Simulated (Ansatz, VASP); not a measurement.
## One calculation of BAs, two programs

```
B As
1.0
     3.23587    0.00000    0.00000
     0.00000    3.23587    0.00000
     0.00000    0.00000    3.23587
B As
1 1
Direct
  0.00000 0.00000 0.00000
  0.50000 0.50000 0.50000
```

Alike in both runs: functional r2SCAN; k mesh 8 × 8 × 8; occupations fermi-dirac, width 0.05 eV; no spin polarisation.

|  | VASP | Ansatz |
| --- | --- | --- |
| version | VASP 6.6.1 | Ansatz 0.2.0 |
| potentials or method | VASP PAW PBE potentials, release 64 (B, As) | Ansatz PAW |
| plane-wave cutoff (eV) | 520 | 500 |
| valence electrons in the cell | 8 | 18 |
| task | single point | band structure |

```csv
,VASP,Ansatz,Ansatz less VASP
gap on the k mesh at the Fermi level (eV),none,none,-
pressure (GPa),-14.9,-14.8,+0.09
```

VASP's potentials were made for PBE, not for r2SCAN. A gap of «none» marks a metal or a gap that the smearing closes. With one functional, cell and mesh, what is left measures potentials, basis and numerics. VASP's potentials hold 8 valence electrons a cell and Ansatz's 18, so a difference there can come from the potentials and not from the codes.
